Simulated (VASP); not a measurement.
# TiPd2S3 (P6/mmm) in VASP: single point with PBE

Aim: the single point of TiPd2S3 with PBE.

All numbers are computed with VASP 6.6.1; they aren't measurements. Logs are shortened: lines on timing, memory, paths and dates and some standing lists are left out, and cuts for length are marked.

### 1 The cell of the first run

Symmetry: P6/mmm, No. 191, hexagonal system. Conventional cell: a = 5.893 Å, b = 5.893 Å, c = 3.633 Å, α = 90.00°, β = 90.00°, γ = 120.00°. Within 4.5 Å of Ti (site symmetry 6/mmm) lie 6 Pd at 3.40 Å and 12 S at 3.46 Å and 2 Ti at 3.63 Å. Within 3.7 Å of Pd (site symmetry -6m2) lie 6 S at 2.49 Å and 5 Pd at 3.40 to 3.63 Å and 3 Ti at 3.40 Å. S (site symmetry mmm) has 4 Pd at 2.49 Å and 4 S at 2.95 Å within 3.3 Å.

The cell was generated, and may not be a known phase.

### 2 Single point, PBE, collinear spin

File INCAR:

```
SYSTEM = TiPd2S3
PREC = Accurate
ENCUT = 520
EDIFF = 1E-6
ISMEAR = 0
SIGMA = 0.1
LREAL = .FALSE.
LASPH = .TRUE.
NELM = 150
ALGO = Normal
ISIF = 2
LWAVE = .FALSE.
LCHARG = .FALSE.
ISPIN = 2
MAGMOM = 2.03 0 0 0 0 0
LORBIT = 11
LMAXMIX = 4
GGA = PE
NBANDS = 38
```

File KPOINTS:

```
regular mesh
0
G
  6 6 12
  0 0 0
```

File POSCAR:

```
TiPd2S3
1.0
    5.8933395350      0.0000000000      0.0000000000
   -2.9466697675      5.1037817504      0.0000000000
    0.0000000000      0.0000000000      3.6330772272
Ti Pd S
1 2 3
Direct
    0.0000000000      0.0000000000      0.0000000000
    0.3333333333      0.6666666667      0.0000000000
    0.6666666667      0.3333333333      0.0000000000
    0.5000000000      0.0000000000      0.5000000000
    0.5000000000      0.5000000000      0.5000000000
    0.0000000000      0.5000000000      0.5000000000
```

Potentials or basis: VASP PAW PBE potentials, release 64 (Ti_sv, Pd, S).

Command:

```sh
> cat potpaw_PBE.64/Ti_sv/POTCAR potpaw_PBE.64/Pd/POTCAR potpaw_PBE.64/S/POTCAR > POTCAR
> mpirun -np 1 vasp_std > vasp.out
```

OUTCAR:

```text
SYSTEM = TiPd2S3
   PREC = Accurate
   ENCUT = 520
   EDIFF = 1E-6
   ISMEAR = 0
   LREAL = .FALSE.
   LASPH = .TRUE.
   NELM = 150
   ISIF = 2
   ISPIN = 2
   LORBIT = 11
   GGA = PE

 ion  position               nearest neighbor table
   1  0.000  0.000  0.000-
   2  0.333  0.667  0.000-   4 2.49   4 2.49   6 2.49   6 2.49   5 2.49   5 2.49   3 3.40   3 3.40
                             3 3.40
   3  0.667  0.333  0.000-   4 2.49   4 2.49   6 2.49   6 2.49   5 2.49   5 2.49   2 3.40   2 3.40
                             2 3.40
   4  0.500  0.000  0.500-   2 2.49   3 2.49   2 2.49   3 2.49
   5  0.500  0.500  0.500-   2 2.49   3 2.49   2 2.49   3 2.49
   6  0.000  0.500  0.500-   2 2.49   3 2.49   2 2.49   3 2.49

  LATTYP: Found a hexagonal cell.
 ALAT       =     5.8933395350
 C/A-ratio  =     0.6164717315

  Lattice vectors:

 A1 = (   5.8933395350,   0.0000000000,   0.0000000000)
 A2 = (  -2.9466697675,   5.1037817504,   0.0000000000)
 A3 = (   0.0000000000,   0.0000000000,   3.6330772272)

Analysis of symmetry for initial positions (statically):
=====================================================================
 Subroutine PRICEL returns:
 Original cell was already a primitive cell.

 Routine SETGRP: Setting up the symmetry group for a
 hexagonal supercell.

 Subroutine GETGRP returns: Found 24 space group operations
 (whereof 24 operations were pure point group operations)
 out of a pool of 24 trial point group operations.

The static configuration has the point symmetry D_6h.

Analysis of symmetry for dynamics (positions and initial velocities):
=====================================================================
 Subroutine PRICEL returns:
 Original cell was already a primitive cell.

 Routine SETGRP: Setting up the symmetry group for a
 hexagonal supercell.

 Subroutine GETGRP returns: Found 24 space group operations
 (whereof 24 operations were pure point group operations)
 out of a pool of 24 trial point group operations.

The dynamic configuration has the point symmetry D_6h.

Analysis of structural, dynamic, and magnetic symmetry:
=====================================================================
 Subroutine PRICEL returns:
 Original cell was already a primitive cell.

 Routine SETGRP: Setting up the symmetry group for a
 hexagonal supercell.

 Subroutine GETGRP returns: Found 24 space group operations
 (whereof 24 operations were pure point group operations)
 out of a pool of 24 trial point group operations.

The overall configuration has the point symmetry D_6h.

 Subroutine INISYM returns: Found 24 space group operations
 (whereof 24 operations are pure point group operations),
 and found     1 'primitive' translations

----------------------------------------------------------------------------------------

                                     Primitive cell

  volume of cell :     109.2769

  direct lattice vectors                    reciprocal lattice vectors
     5.893339535  0.000000000  0.000000000     0.169683079  0.097966572  0.000000000
    -2.946669767  5.103781750  0.000000000     0.000000000  0.195933143  0.000000000
     0.000000000  0.000000000  3.633077227     0.000000000  0.000000000  0.275248760

  length of vectors
     5.893339535  5.893339535  3.633077227     0.195933143  0.195933143  0.275248760

  position of ions in fractional coordinates (direct lattice)
     0.000000000  0.000000000  0.000000000
     0.333333333  0.666666667  0.000000000
     0.666666667  0.333333333  0.000000000
     0.500000000  0.000000000  0.500000000
     0.500000000  0.500000000  0.500000000
     0.000000000  0.500000000  0.500000000

  ion indices of the primitive-cell ions
   primitive index   ion index
                 1           1
                 2           2
                 3           3
                 4           4
                 5           5
                 6           6

----------------------------------------------------------------------------------------

 KPOINTS: regular mesh

Automatic generation of k-mesh.
 Grid dimensions read from file:
 generate k-points for:    6    6   12

 Generating k-lattice:

  Cartesian coordinates                     Fractional coordinates (reciprocal lattice)
     0.028280513  0.016327762  0.000000000     0.166666667  0.000000000  0.000000000
     0.000000000  0.032655524  0.000000000     0.000000000  0.166666667  0.000000000
     0.000000000  0.000000000  0.022937397     0.000000000  0.000000000  0.083333333

  Length of vectors
     0.032655524  0.032655524  0.022937397

  Shift w.r.t. Gamma in fractional coordinates (k-lattice)
     0.000000000  0.000000000  0.000000000

 Subroutine IBZKPT returns following result:
 ===========================================

 Found     49 irreducible k-points:

 Following reciprocal coordinates:
            Coordinates               Weight
  0.000000  0.000000  0.000000      1.000000
  0.166667  0.000000  0.000000      6.000000
  0.333333  0.000000  0.000000      6.000000
  0.500000  0.000000  0.000000      3.000000
  0.166667  0.166667  0.000000      6.000000
  0.333333  0.166667  0.000000     12.000000
[... 16 lines left out ...]
  0.166667  0.000000  0.250000     12.000000
  0.333333  0.000000  0.250000     12.000000
 [... further k-points ...]
   k-points           NKPTS =     49   k-points in BZ     NKDIM =     49   number of bands    NBANDS=     38
   number of dos      NEDOS =    301   number of ions     NIONS =      6
   total plane-waves  NPLWV =  64512
   dimension x,y,z NGX =    48 NGY =   48 NGZ =   28
   dimension x,y,z NGXF=    96 NGYF=   96 NGZF=   56
   ions per type =               1   2   3
   NGX,Y,Z   is equivalent  to a cutoff of  13.54, 13.54, 12.81 a.u.
   NGXF,Y,Z  is equivalent  to a cutoff of  27.08, 27.08, 25.63 a.u.
 SYSTEM =  TiPd2S3
   PREC   = accura    normal or accurate (medium, high low for compatibility)
   ISTART =      0    job   : 0-new  1-cont  2-samecut
   ICHARG =      2    charge: 1-file 2-atom 10-const
   ISPIN  =      2    spin polarized calculation?
   LNONCOLLINEAR =      F non collinear calculations
   LSORBIT =      F    spin-orbit coupling
   LASPH  =      T    aspherical Exc in radial PAW
   ENCUT  =  520.0 eV  38.22 Ry    6.18 a.u.  10.96 10.96  6.76*2*pi/ulx,y,z
   NELM   =    150;   NELMIN=  2; NELMDL= -5     # of ELM steps
   EDIFF  = 0.1E-05   stopping-criterion for ELM
   LREAL  =      F    real-space projection
   EDIFFG = 0.1E-04   stopping-criterion for IOM
   NSW    =      0    number of steps for IOM
   IBRION =     -1    ionic relax: 0-MD 1-quasi-New 2-CG
   NFREE  =      0    steps in history (QN), initial steepest desc. (CG)
   ISIF   =      2    stress and relaxation
   ISYM   =      2    0-nonsym 1-usesym 2-fastsym
   POTIM  = 0.5000    time-step for ionic-motion
   TEBEG  =    0.0;   TEEND  =   0.0 temperature during run
   PSTRESS=    0.0 pullay stress
   NELECT =      50.0000    total number of electrons
   NUPDOWN=      -1.0000    fix difference up-down
   EMIN   =  10.00;   EMAX   =-10.00  energy-range for DOS
   EFERMI =   0.00;   METHOD = LEGACY
   ISMEAR =     0;   SIGMA  =   0.10  broadening in eV -4-tet -1-fermi 0-gaus
   EFERMI_NEDOS =   21; number of points for ismear=-14 and -15
   IALGO  =     38    algorithm
   IMIX   =      4    mixing-type and parameters
     AMIX     =   0.40;   BMIX     =  1.00
     AMIX_MAG =   1.60;   BMIX_MAG =  1.00
  volume/ion in A,a.u.               =      18.21       122.91
  Fermi-wavevector in a.u.,A,eV,Ry     =   1.261504  2.383898 21.652221  1.591393
  Thomas-Fermi vector in A             =   2.394960
   LORBIT       =     11    0 simple, 1 ext, 2 COOP (PROOUT), +10 PAW based schemes
   GGA     = PE    functional components
   LHFCALC =     F    Hartree Fock is set to
   AEXX    =    0.0000 exact exchange contribution
   IVDW    =     0    specifies the selected vdW correction
   LEPSILON=     F    determine dielectric tensor
   LRPA    =     F    only Hartree local field effects (RPA)
 spin polarized calculation
 Gauss-broadening in eV      SIGMA  =   0.10
  energy-cutoff  :      520.00
  volume of cell :      109.28
 maximum number of plane-waves:      2958
 NGX is ok and might be reduce to    48
   NGX = 21   NGY = 21   NGZ = 13

 number of electron      50.0000010 magnetization      -0.0590407

 number of electron      50.0000010 magnetization       0.0313094

 Free energy of the ion-electron system (eV)
  ---------------------------------------------------
  ext. energy  EPLUGINS =         0.00000000
  ---------------------------------------------------
  free energy    TOTEN  =       -28.65935804 eV

  energy without entropy =      -28.61117765  energy(sigma->0) =      -28.63526785

 E-fermi :   7.4741     XC(G=0): -10.9002

 val. band max:        7.4700543759   @ k =   0.5000   0.0000   0.1667
 cond. band min:       7.4777882769   @ k =   0.3333   0.0000   0.2500
 fundamental gap:      0.0077339010
 Fermi energy:         7.4740785500

 spin component 1

 k-point     1 :       0.0000    0.0000    0.0000
  band No.  band energies     occupation
      1     -50.7529      1.00000
      2     -27.0470      1.00000
      3     -27.0470      1.00000
      4     -26.8692      1.00000
      5      -7.7015      1.00000
      6      -5.3047      1.00000
[... 29 lines left out ...]
     36      13.8976      0.00000
     37      14.0873      0.00000

 k-point     2 :       0.1667    0.0000    0.0000
  band No.  band energies     occupation
      1     -50.7529      1.00000
      2     -27.0471      1.00000
      3     -27.0470      1.00000
      4     -26.8692      1.00000
      5      -7.6037      1.00000
      6      -5.5466      1.00000
[... 29 lines left out ...]
     36      14.4301      0.00000
     37      14.5646      0.00000
[... 838 lines left out ...]
     36      13.1609      0.00000
     37      15.4202      0.00000

 k-point    24 :       0.3333    0.0000    0.2500
  band No.  band energies     occupation
      1     -50.7519      1.00000
      2     -27.0457      1.00000
      3     -27.0456      1.00000
      4     -26.8849      1.00000
      5      -7.0055      1.00000
      6      -5.8956      1.00000
[... 29 lines left out ...]
     36      13.4187      0.00000
     37      14.7922      0.00000

 [... further k-points ...]

 spin component 2

 k-point     1 :       0.0000    0.0000    0.0000
  band No.  band energies     occupation
      1     -50.7552      1.00000
      2     -27.1069      1.00000
      3     -27.1069      1.00000
      4     -26.7533      1.00000
      5      -7.6963      1.00000
      6      -5.3001      1.00000
[... 29 lines left out ...]
     36      13.9016      0.00000
     37      14.0610      0.00000

 k-point     2 :       0.1667    0.0000    0.0000
  band No.  band energies     occupation
      1     -50.7552      1.00000
      2     -27.1069      1.00000
      3     -27.1069      1.00000
      4     -26.7533      1.00000
      5      -7.5985      1.00000
      6      -5.5419      1.00000
[... 29 lines left out ...]
     36      14.4342      0.00000
     37      14.5620      0.00000
[... 838 lines left out ...]
     36      13.1586      0.00000
     37      15.4380      0.00000

 k-point    24 :       0.3333    0.0000    0.2500
  band No.  band energies     occupation
      1     -50.7542      1.00000
      2     -27.1056      1.00000
      3     -27.1056      1.00000
      4     -26.7691      1.00000
      5      -7.0000      1.00000
      6      -5.8905      1.00000
[... 29 lines left out ...]
     36      13.4234      0.00000
     37      14.8216      0.00000

 [... further k-points ...]

 [bands above 37 left out]

------------------------ aborting loop because EDIFF is reached ----------------------------------------

  FORCE on cell =-STRESS in cart. coord.  units (eV):
  Direction    XX          YY          ZZ          XY          YZ          ZX
  --------------------------------------------------------------------------------------
  -------------------------------------------------------------------------------------
  Total       -0.7244767     -0.7244767     -0.8426447      0.0000000      0.0000000      0.0000000
  in kB      -10.6220122    -10.6220122    -12.3545494      0.0000000      0.0000000      0.0000000
  external PRESSURE =     -11.1995246 kB  Pullay stress =       0.0000000 kB

 VOLUME and BASIS-vectors are now :
 -----------------------------------------------------------------------------
  energy-cutoff  :      520.00
  volume of cell :      109.28
      direct lattice vectors                 reciprocal lattice vectors
     5.893339535  0.000000000  0.000000000     0.169683079  0.097966572  0.000000000
    -2.946669767  5.103781750  0.000000000     0.000000000  0.195933143  0.000000000
     0.000000000  0.000000000  3.633077227     0.000000000  0.000000000  0.275248760

 POSITION                                       TOTAL-FORCE (eV/Angst)
 -----------------------------------------------------------------------------------
      0.00000      0.00000      0.00000        -0.000000      0.000000      0.000000
     -0.00000      3.40252      0.00000         0.000000     -0.000000      0.000000
      2.94667      1.70126      0.00000         0.000000      0.000000      0.000000
      2.94667      0.00000      1.81654        -0.000000      0.000000      0.000000
      1.47333      2.55189      1.81654        -0.000000      0.000000      0.000000
     -1.47333      2.55189      1.81654        -0.000000      0.000000      0.000000
 -----------------------------------------------------------------------------------
    total drift:                               -0.000000      0.000000      0.000000

  FREE ENERGIE OF THE ION-ELECTRON SYSTEM (eV)
  ---------------------------------------------------
  free  energy   TOTEN  =       -28.6593580423 eV

  energy  without entropy=      -28.6111776514  energy(sigma->0) =      -28.63526785

 total charge

# of ion       s       p       d       tot
------------------------------------------
    1        2.087   5.978   1.830   9.895
    2        0.433   0.494   8.564   9.490
    3        0.433   0.494   8.564   9.490
    4        1.401   2.188   0.000   3.589
    5        1.401   2.188   0.000   3.589
    6        1.401   2.188   0.000   3.589
--------------------------------------------------
tot          7.154  13.529  18.958  39.641

 magnetization (x)

# of ion       s       p       d       tot
------------------------------------------
    1        0.002   0.001  -0.006  -0.004
    2        0.000   0.000   0.002   0.002
    3        0.000   0.000   0.002   0.002
    4        0.000   0.003   0.000   0.003
    5        0.000   0.003   0.000   0.003
    6        0.000   0.003   0.000   0.003
--------------------------------------------------
tot          0.003   0.009  -0.002   0.010
```

It took 7.3 min on 1 thread of Intel Xeon Platinum 8488C (Sapphire Rapids), shared host; peak memory 0.51 GiB.

Results:

```
Free energy                                           : -28.6594 eV
Pressure                                              : -1.1 GPa
Band gap on the k mesh                                : zero (filled and empty bands overlap)
Net moment                                            : 0.03 μB per cell
Valence electrons inside the program's atomic spheres : Ti 9.89; Pd 9.49; S 3.59
```

Stress tensor (GPa, compression positive):
```
-1.06  0.00  0.00
 0.00 -1.06  0.00
 0.00  0.00 -1.24
```
